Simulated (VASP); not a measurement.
A run of VASP 6.6.1:

File INCAR:

```
SYSTEM = Ca
  PREC = Accurate
  ENCUT = 520
  EDIFF = 1E-6
  ISMEAR = -1
  SIGMA = 0.1
  LREAL = .FALSE.
  LASPH = .TRUE.
  NELM = 100
  ALGO = Normal
  ISIF = 2
  LWAVE = .FALSE.
  LCHARG = .TRUE.
  GGA = B5
  ALDAX = 1.0
  AGGAX = 1.0
  AGGAC = 1.0
  ALDAC = 0.0
  LELF = .TRUE.
  LVHAR = .TRUE.
  NBANDS = 17
```

File KPOINTS:

```
regular mesh
0
G
  7 7 7
  0 0 0
```

POSCAR

```
Ca
1.0
    0.0000000000      4.3928541879      4.3928541879
    4.3928541879      0.0000000000      4.3928541879
    4.3928541879      4.3928541879      0.0000000000
Ca
2
Direct
    0.1250000000      0.1250000000      0.1250000000
    0.8750000000      0.8750000000      0.8750000000
```

Potentials or basis: VASP PAW PBE potentials, release 64 (Ca_sv).

Run with:

```console
$ cat potpaw_PBE.64/Ca_sv/POTCAR > POTCAR
$ mpirun -np 1 vasp_std > vasp.out
```

Hardware: 1 thread of Intel(R) Xeon(R) Platinum 8488C (Sapphire Rapids), on a shared host.

Q: How long does it take, and how much memory?

A: Run time: 55 s on 1 thread of Intel(R) Xeon(R) Platinum 8488C (Sapphire Rapids) (shared host), peak memory 0.32 GiB. Counts: scf iterations 12, k points 20.
